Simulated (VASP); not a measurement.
# Al (I4/mmm) in VASP: a series of runs, part 2 of 2

VASP 6.6.1.

## 4. Single point, LDA (strain +0.0100 x Voigt [1, 1, 0, 0, 0, 0])

INCAR reads:

```
SYSTEM = Al
PREC     = Accurate       ! precision mode
ENCUT    = 520            ! plane-wave cutoff, eV
EDIFF    = 1E-6           ! SCF threshold, eV
ISMEAR   = 1              ! smearing method
SIGMA    = 0.2            ! smearing width, eV
LREAL    = .False.        ! projectors in reciprocal space
LASPH    = .True.         ! aspherical terms in the spheres
NELM     = 60             ! most SCF steps
ALGO     = Normal         ! electronic algorithm
ISIF     = 2              ! what is computed and relaxed
LWAVE    = .False.        ! write WAVECAR
LCHARG   = .False.        ! write CHGCAR
NBANDS   = 8              ! bands
```

KPOINTS reads:

```
Automatic mesh
0
Gamma
  20 20 20
  0 0 0
```

POSCAR reads:

```
Al
1.0
   -1.6071308769      1.6071308769      1.5912186900
    1.6071308769     -1.6071308769      1.5912186900
    1.6071308769      1.6071308769     -1.5912186900
Al
1
Direct
    0.0000000000      0.0000000000      0.0000000000
```

Potentials or basis: VASP PAW LDA potentials, release 64 (Al).

Command:

```
cat potpaw_LDA.64/Al/POTCAR > POTCAR
mpirun -np 1 vasp_std > vasp.out
```

OUTCAR:

```text
SYSTEM = Al
   PREC = Accurate
   ENCUT = 520
   EDIFF = 1E-6
   ISMEAR = 1
   LREAL = .False.
   LASPH = .True.
   NELM = 60
   ISIF = 2

 ion  position               nearest neighbor table
   1  0.000  0.000  0.000-

  LATTYP: Found a body centered tetragonal cell.
 ALAT       =     3.2142617538
 C/A-ratio  =     0.9900990099

  Lattice vectors:

 A1 = (  -1.6071308769,   1.6071308769,   1.5912186900)
 A2 = (   1.6071308769,  -1.6071308769,   1.5912186900)
 A3 = (   1.6071308769,   1.6071308769,  -1.5912186900)

Analysis of symmetry for initial positions (statically):
=====================================================================
 Subroutine PRICEL returns:
 Original cell was already a primitive cell.

 Routine SETGRP: Setting up the symmetry group for a
 body centered tetragonal supercell.

 Subroutine GETGRP returns: Found 16 space group operations
 (whereof 16 operations were pure point group operations)
 out of a pool of 16 trial point group operations.

The static configuration has the point symmetry D_4h.

Analysis of symmetry for dynamics (positions and initial velocities):
=====================================================================
 Subroutine PRICEL returns:
 Original cell was already a primitive cell.

 Routine SETGRP: Setting up the symmetry group for a
 body centered tetragonal supercell.

 Subroutine GETGRP returns: Found 16 space group operations
 (whereof 16 operations were pure point group operations)
 out of a pool of 16 trial point group operations.

The dynamic configuration has the point symmetry D_4h.

 Subroutine INISYM returns: Found 16 space group operations
 (whereof 16 operations are pure point group operations),
 and found     1 'primitive' translations

----------------------------------------------------------------------------------------

                                     Primitive cell

[... 104 lines left out ...]
   EFERMI_NEDOS =   21; number of points for ismear=-14 and -15
   IALGO  =     38    algorithm
   IMIX   =      4    mixing-type and parameters
     AMIX     =   0.40;   BMIX     =  1.00
     AMIX_MAG =   1.60;   BMIX_MAG =  1.00
  volume/ion in A,a.u.               =      16.44       110.94
  Fermi-wavevector in a.u.,A,eV,Ry     =   0.928577  1.754756 11.731688  0.862255
  Thomas-Fermi vector in A             =   2.054768
   LORBIT       =      0    0 simple, 1 ext, 2 COOP (PROOUT), +10 PAW based schemes
   GGA     = CA    functional components
   LHFCALC =     F    Hartree Fock is set to
   AEXX    =    0.0000 exact exchange contribution
   IVDW    =     0    specifies the selected vdW correction
   LEPSILON=     F    determine dielectric tensor
   LRPA    =     F    only Hartree local field effects (RPA)
 non-spin polarized calculation
 Methfessel and Paxton  Order N= 1 SIGMA  =   0.20
  energy-cutoff  :      520.00
  volume of cell :       16.44
 maximum number of plane-waves:       466
 NGX is ok and might be reduce to    24
   NGX = 11   NGY = 11   NGZ = 11

 number of electron       3.0000000 magnetization

 Free energy of the ion-electron system (eV)
  ---------------------------------------------------
  ext. energy  EPLUGINS =         0.00000000
  ---------------------------------------------------
  free energy    TOTEN  =        -4.09010878 eV

  energy without entropy =       -4.09010714  energy(sigma->0) =       -4.09010823

 E-fermi :   7.8363     XC(G=0): -10.3608

 val. band max:        7.8307812712   @ k =  -0.2500  -0.3000   0.0500
 cond. band min:       7.8598757152   @ k =  -0.3500   0.4500   0.1500
 fundamental gap:      0.0290944439
 Fermi energy:         7.8363436228

 k-point     1 :       0.0000    0.0000    0.0000
  band No.  band energies     occupation
      1      -3.2909      2.00000
      2      20.8942      0.00000
      3      21.1248      0.00000
      4      21.1248      0.00000
      5      22.2732      0.00000
      6      22.2732      0.00000
      7      22.3781      0.00000
      8      23.9988      0.00000
[... 243 lines left out ...]
 k-point    24 :      -0.3500    0.0500    0.0000
  band No.  band energies     occupation
      1      -0.2235      2.00000
      2       9.4109     -0.00000
      3      15.5036      0.00000
      4      16.8377      0.00000
      5      18.9458      0.00000
      6      20.5977      0.00000
      7      25.6597      0.00000
      8      27.5225      0.00000

 [... further k-points ...]
[... 5 lines left out ...]
  --------------------------------------------------------------------------------------
  -------------------------------------------------------------------------------------
  Total       -0.0844188     -0.0844188     -0.1242120      0.0000000      0.0000000      0.0000000
  in kB       -8.2273008     -8.2273008    -12.1054695      0.0000000      0.0000000      0.0000000
  external PRESSURE =      -9.5200237 kB  Pullay stress =       0.0000000 kB

 VOLUME and BASIS-vectors are now :
 -----------------------------------------------------------------------------
  energy-cutoff  :      520.00
  volume of cell :       16.44
      direct lattice vectors                 reciprocal lattice vectors
    -1.607130877  1.607130877  1.591218690     0.000000000  0.311113430  0.314224565
     1.607130877 -1.607130877  1.591218690     0.311113430  0.000000000  0.314224565
     1.607130877  1.607130877 -1.591218690     0.311113430  0.311113430  0.000000000

 POSITION                                       TOTAL-FORCE (eV/Angst)
 -----------------------------------------------------------------------------------
      0.00000      0.00000      0.00000         0.000000      0.000000      0.000000
 -----------------------------------------------------------------------------------
    total drift:                                0.000000      0.000000      0.000000

  FREE ENERGIE OF THE ION-ELECTRON SYSTEM (eV)
  ---------------------------------------------------
  free  energy   TOTEN  =        -4.0901087779 eV

  energy  without entropy=       -4.0901071417  energy(sigma->0) =       -4.09010823
```

OSZICAR:

```text
N       E                     dE             d eps       ncg     rms          rms(c)
DAV:   1    -0.271909851337E+01   -0.27191E+01   -0.88607E+02 10320   0.207E+02
DAV:   2    -0.411382549074E+01   -0.13947E+01   -0.13382E+01 14560   0.188E+01
DAV:   3    -0.411992910053E+01   -0.61036E-02   -0.60995E-02 12184   0.138E+00
DAV:   4    -0.411994041135E+01   -0.11311E-04   -0.11310E-04 15336   0.579E-02
DAV:   5    -0.411994043235E+01   -0.20996E-07   -0.21861E-07 12512   0.159E-03    0.131E+00
DAV:   6    -0.410163308394E+01    0.18307E-01   -0.31100E-03 11328   0.213E-01    0.729E-01
DAV:   7    -0.409013406810E+01    0.11499E-01   -0.76054E-03 11432   0.327E-01    0.152E-01
DAV:   8    -0.409010883332E+01    0.25235E-04   -0.30925E-05 14008   0.357E-02    0.134E-02
DAV:   9    -0.409010877788E+01    0.55433E-07   -0.16256E-07 13008   0.197E-03
   1 F= -.40901088E+01 E0= -.40901082E+01  d E =-.163619E-05
```

stdout:

```text
POSCAR found type information on POSCAR Al
 POSCAR found :  1 types and       1 ions
 scaLAPACK will be used
 LDA part: xc-table for (Slater(with rela. corr.)+CA(PZ))
 , standard interpolation
 POSCAR, INCAR and KPOINTS ok, starting setup
 FFT: planning ... GRIDC
 FFT: planning ... GRID_SOFT
 FFT: planning ... GRID
 WAVECAR not read
 entering main loop
```

Run time: 17 s. Hardware: 1 thread of Intel Xeon 6975P-C (Granite Rapids), shared host; peak memory 0.18 GiB.

Results:

| Property | Result |
| --- | --- |
| Free energy | -4.0901 eV |
| Pressure | -1.0 GPa |

Caveat: the cell differs from its parent crystal (strain +0.0100 x Voigt [1, 1, 0, 0, 0, 0]).

## 5. The runs side by side

```csv
cell,gap on the mesh (eV),pressure (GPa)
"a = 2.747 Å, angles 109.6, 109.6, 109.2°, 1 atom",none,1.3
"a = 2.765 Å, angles 109.3, 109.3, 109.7°, 1 atom",none,-0.2
"a = 2.774 Å, angles 109.2, 109.2, 110.0°, 1 atom",none,-1.0
```

Alike in all rows: task single point; level LDA; potentials or basis VASP PAW LDA potentials, release 64 (Al); no spin polarisation; k mesh 20 × 20 × 20; cutoff (eV) 520; smearing methfessel-paxton 0.2 eV.

Absolute energies hang on the potentials; compare differences alone.
